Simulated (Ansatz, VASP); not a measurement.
## Sb: VASP beside Ansatz

File INCAR:

```
SYSTEM = Sb
  PREC = Accurate
  ENCUT = 520
  EDIFF = 1E-6
  ISMEAR = -1
  SIGMA = 0.05
  LREAL = .False.
  LASPH = .True.
  NELM = 150
  ALGO = Normal
  ISIF = 2
  LWAVE = .False.
  LCHARG = .False.
  LNONCOLLINEAR = .True.
  MAGMOM = 0 0 0 0 0 0
  LORBIT = 11
  LSORBIT = .True.
  GGA_COMPAT = .False.
  LORBMOM = .True.
  GGA = PE
  NBANDS = 22
```

File KPOINTS:

```
regular mesh
0
Gamma
  10 10 10
  0 0 0
```

File POSCAR:

```
Sb
1.0
    0.0000000000      3.4945307669      3.4945307669
    3.4945307669      0.0000000000      3.4945307669
    3.4945307669      3.4945307669      0.0000000000
Sb
2
Direct
    0.0000000000      0.0000000000      0.0000000000
    0.2500000000      0.2500000000      0.2500000000
```

Input for Ansatz:

```yaml
crystal:
  lattice:
    - [0.0, 3.4945307669, 3.4945307669]
    - [3.4945307669, 0.0, 3.4945307669]
    - [3.4945307669, 3.4945307669, 0.0]
  atoms:
    - { symbol: Sb, position: [0.0, 0.0, 0.0] }
    - { symbol: Sb, position: [0.25, 0.25, 0.25] }
kpoints:
  mp_grid: { grid: [10, 10, 10] }
  band_path:
    path:
      - [0.0, 0.0, 0.0]
      - [0.5, 0.0, 0.5]
      - [0.625, 0.25, 0.625]
      - [0.375, 0.375, 0.75]
      - [0.0, 0.0, 0.0]
      - [0.5, 0.5, 0.5]
      - [0.5, 0.25, 0.75]
      - [0.5, 0.0, 0.5]
    npoints: 5
scf:
  occupations: { method: fermi_dirac, width: 0.05 }
hamiltonian:
  xc: pbe
  pseudopotentials: { kind: all_electron, lapw: { basis_error: 0.001 } }
output:
  forces: true
  stress: true
  eigenvalues: true
magnetization:
  noncollinear: true
  spin_orbit: true
```

Alike in both runs: task single point; functional PBE; k mesh 10 × 10 × 10; occupations fermi-dirac, width 0.05 eV; non-collinear spin, spin-orbit coupling.

|  | VASP | Ansatz |
| --- | --- | --- |
| version | VASP 6.6.1 | Ansatz 0.2.0 |
| potentials or method | VASP PAW PBE potentials, release 64 (Sb), cutoff 520 eV | all-electron LAPW |

```csv
,VASP,Ansatz,Ansatz less VASP
pressure (GPa),0.1,0.1,-0.01
```

Ansatz ran all-electron here, and VASP with PAW potentials.
